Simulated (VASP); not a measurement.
A run of VASP 6.6.1 is set up as follows.

The input INCAR:

```
SYSTEM = Al
PREC = Accurate
ENCUT = 520
EDIFF = 1E-7
ISMEAR = 0
SIGMA = 0.15
LREAL = .FALSE.
LASPH = .TRUE.
NELM = 100
ALGO = Fast
ISIF = 2
LWAVE = .FALSE.
LCHARG = .TRUE.
GGA = PS
LELF = .TRUE.
LVHAR = .TRUE.
NBANDS = 8
```

Contents of KPOINTS:

```
Automatic mesh
0
G
  20 20 20
  0 0 0
```

The input POSCAR:

```
Al
1.0
    0.0000000000      2.0239800000      2.0239800000
    2.0239800000      0.0000000000      2.0239800000
    2.0239800000      2.0239800000      0.0000000000
Al
1
Direct
    0.0000000000      0.0000000000      0.0000000000
```

Potentials or basis: VASP PAW PBE potentials, release 64 (Al).

Command:

```sh
$ cat potpaw_PBE.64/Al/POTCAR > POTCAR
$ mpirun -np 1 vasp_std > vasp.out
```

Estimate the pressure.

-1.9 GPa.

Caveat: the PAW data sets were made with another functional, which shifts forces and pressure a little.
